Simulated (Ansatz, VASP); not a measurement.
This is a calculation of WC for Ansatz 0.2.0.

The input input.yaml:

```yaml
crystal:
  lattice:
    - [2.847167025, 0.0, 0.0]
    - [-1.4235835125, 2.4657189725, 0.0]
    - [0.0, 0.0, 2.778693956]
  atoms:
    - { symbol: W, position: [0.0, 0.0, 0.0] }
    - { symbol: C, position: [0.6666666667, 0.3333333333, 0.5] }
hamiltonian:
  xc: lda
  pseudopotentials: { kind: paw, xc_functional: lda, accuracy: standard }
kpoints:
  mp_grid: { grid: [10, 10, 9] }
scf:
  occupations: { method: fermi_dirac, width: 0.05 }
output:
  forces: true
  stress: true
  eigenvalues: true
```

Potentials or basis: JTH PAW LDA.

Command:

```sh
$ ansatz run input.yaml --threads 2 --pin off --max-ram 5120MiB --backend cpu --events-out ev --progress --plain --runs-dir out
```

Task: Set up the same calculation for VASP 6.6.1. Potentials there: VASP PAW LDA potentials, release 64 (W_sv, C).

Result: As run (the cutoff follows the program's own potentials):

The input INCAR:

```
SYSTEM = WC
PREC     = Accurate       ! precision mode
ENCUT    = 520            ! plane-wave cutoff, eV
EDIFF    = 1E-6           ! SCF threshold, eV
ISMEAR   = -1             ! smearing method
SIGMA    = 0.05           ! smearing width, eV
LREAL    = .False.        ! projectors in reciprocal space
LASPH    = .True.         ! aspherical terms in the spheres
NELM     = 100            ! most SCF steps
ALGO     = Normal         ! electronic algorithm
ISIF     = 2              ! what is computed and relaxed
LWAVE    = .False.        ! write WAVECAR
LCHARG   = .False.        ! write CHGCAR
NBANDS   = 16             ! bands
```

File KPOINTS:

```
Automatic mesh
0
Gamma
  10 10 9
  0 0 0
```

Contents of POSCAR:

```
WC
1.0
    2.8471670250      0.0000000000      0.0000000000
   -1.4235835125      2.4657189725      0.0000000000
    0.0000000000      0.0000000000      2.7786939560
W C
1 1
Direct
    0.0000000000      0.0000000000      0.0000000000
    0.6666666667      0.3333333333      0.5000000000
```

Potentials or basis: VASP PAW LDA potentials, release 64 (W_sv, C).

The run is started by

```console
$ cat potpaw_LDA.64/W_sv/POTCAR potpaw_LDA.64/C/POTCAR > POTCAR
$ mpirun -np 1 vasp_std > vasp.out
```

Both were run:

|  | VASP | Ansatz | Ansatz less VASP |
| --- | --- | --- | --- |
| gap on the k mesh at the Fermi level (eV) | none | none | - |
| pressure (GPa) | 20.5 | 17.7 | -2.87 |
| traceless stress, the component that is largest in VASP (GPa) | 1.38 | 1.02 | -0.357 |

LDA's correlation is that of Perdew and Zunger in VASP and of Perdew and Wang (1992) in Ansatz. A gap of «none» marks a metal or a gap that the smearing closes.

Spin-orbit coupling is off throughout.
